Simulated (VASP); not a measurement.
Wanted: the native input for a VASP 6.6.1 run.

| Property | Result |
| --- | --- |
| Task | single point |
| Functional | r2SCAN |
| Potentials or basis | VASP PAW PBE potentials, release 64 (Rb_sv, Cd, Se, O) |
| Cutoff | 520 eV |
| k mesh | 6 × 6 × 6 |
| Occupations | gaussian, width 0.01 eV |
| Spin | no spin polarisation |
| Dipole correction | no |
| Further INCAR settings | ALGO = Normal; EDIFF = 1e-07; NBANDS = 50 |

The system is Rb2CdSe2O6.

```
CELL_PARAMETERS angstrom
2.87822 1.66174 6.57262
-2.87822 1.66174 6.57262
0.00000 -3.32349 6.57262
ATOMIC_POSITIONS crystal
Rb 0.80327 0.80327 0.80327
Rb 0.19673 0.19673 0.19673
Cd 0.00000 0.00000 0.00000
Se 0.62683 0.62683 0.62683
Se 0.37317 0.37317 0.37317
O 0.74495 0.28116 0.74495
O 0.74495 0.74495 0.28116
O 0.28116 0.74495 0.74495
O 0.25505 0.71884 0.25505
O 0.71884 0.25505 0.25505
O 0.25505 0.25505 0.71884
```

The input as run:

POSCAR

```
Rb2CdSe2O6
1.0
    2.8782234451      1.6617430808      6.5726214865
   -2.8782234451      1.6617430808      6.5726214865
    0.0000000000     -3.3234861616      6.5726214865
Rb Cd Se O
2 1 2 6
Direct
    0.8032716874      0.8032716874      0.8032716874
    0.1967283126      0.1967283126      0.1967283126
    0.0000000000      0.0000000000      0.0000000000
    0.6268345750      0.6268345750      0.6268345750
    0.3731654250      0.3731654250      0.3731654250
    0.7449463368      0.2811617129      0.7449463368
    0.7449463368      0.7449463368      0.2811617129
    0.2811617129      0.7449463368      0.7449463368
    0.2550536632      0.7188382871      0.2550536632
    0.7188382871      0.2550536632      0.2550536632
    0.2550536632      0.2550536632      0.7188382871
```

INCAR.step1

```
ALGO = Normal
EDIFF = 1E-4
ENCUT = 520
GGA = PE
ISMEAR = 0
LASPH = T
LCHARG = F
LREAL = F
LWAVE = T
NBANDS = 50
NELM = 100
PREC = Accurate
SIGMA = 0.01
```

INCAR.step2

```
ALGO = Normal
EDIFF = 1E-7
ENCUT = 520
ISIF = 2
ISMEAR = 0
ISTART = 1
LASPH = T
LCHARG = F
LMIXTAU = T
LREAL = F
LWAVE = F
METAGGA = R2SCAN
NBANDS = 50
NELM = 100
PREC = Accurate
SIGMA = 0.01
```

KPOINTS

```
k-points
0
Gamma
  6 6 6
```

Potentials or basis: VASP PAW PBE potentials, release 64 (Rb_sv, Cd, Se, O).

The run is started by

```sh
$ cat potpaw_PBE.64/Rb_sv/POTCAR potpaw_PBE.64/Cd/POTCAR potpaw_PBE.64/Se/POTCAR potpaw_PBE.64/O/POTCAR > POTCAR
$ cp INCAR.step1 INCAR
$ mpirun -np 1 vasp_std > vasp.out
$ cp INCAR.step2 INCAR
$ mpirun -np 1 vasp_std > vasp.out
```

It gave:

| Item | Value |
| --- | --- |
| Pressure | 0.8 GPa |
| Largest force | 0.292 eV/Å |
| Band gap on the k mesh | 4.44 eV (least direct gap 4.74 eV) |

Caveat: the PAW data sets were made with another functional, which shifts forces and pressure a little.

Wall time 23 min on 1 thread of Intel(R) Xeon(R) Platinum 8559C (Emerald Rapids), with other jobs on the host, peak memory 0.66 GiB.
